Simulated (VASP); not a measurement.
Here is a VASP 6.6.1 calculation.

File POSCAR:

```
Sb
1.0
    3.2100000000      0.0000000000      0.0000000000
    0.0000000000      3.2100000000      0.0000000000
    0.0000000000      0.0000000000      3.2100000000
Sb
1
Direct
    0.0000000000      0.0000000000      0.0000000000
```

The input INCAR.step1:

```
  ALGO = Normal
  EDIFF = 1E-4
  ENCUT = 600
  GGA = PE
  ISMEAR = 0
  LASPH = True
  LCHARG = False
  LREAL = False
  LWAVE = True
  NELM = 60
  PREC = Accurate
  SIGMA = 0.1
```

INCAR.step2

```
  ALGO = Normal
  EDIFF = 1E-6
  EDIFFG = -0.02
  ENCUT = 600
  IBRION = 2
  ISIF = 3
  ISMEAR = 0
  ISTART = 1
  LASPH = True
  LCHARG = False
  LMIXTAU = True
  LREAL = False
  LWAVE = False
  METAGGA = R2SCAN
  NELM = 60
  NSW = 80
  PREC = Accurate
  PSTRESS = 100.0
  SIGMA = 0.1
```

Contents of KPOINTS:

```
k-points
0
Gamma
  7 7 7
```

Potentials or basis: VASP PAW PBE potentials, release 64 (Sb).

Launch:

```bash
$ cat potpaw_PBE.64/Sb/POTCAR > POTCAR
$ cp INCAR.step1 INCAR
$ mpirun -np 1 vasp_std > vasp.out
$ cp INCAR.step2 INCAR
$ mpirun -np 1 vasp_std > vasp.out
```

Task: What does it give for the space group after relaxing (to 0.05 Å)?

Result: Pm-3m (No. 221).

Task: Estimate the relaxed cell.

Result: a = 2.970 Å, b = 2.970 Å, c = 2.970 Å, α = 90.00°, β = 90.00°, γ = 90.00°.

Final structure:
```
Sb
1.0
     2.97011    0.00000    0.00000
     0.00000    2.97011    0.00000
     0.00000    0.00000    2.97011
Sb
1
Direct
  0.00000 0.00000 0.00000
```
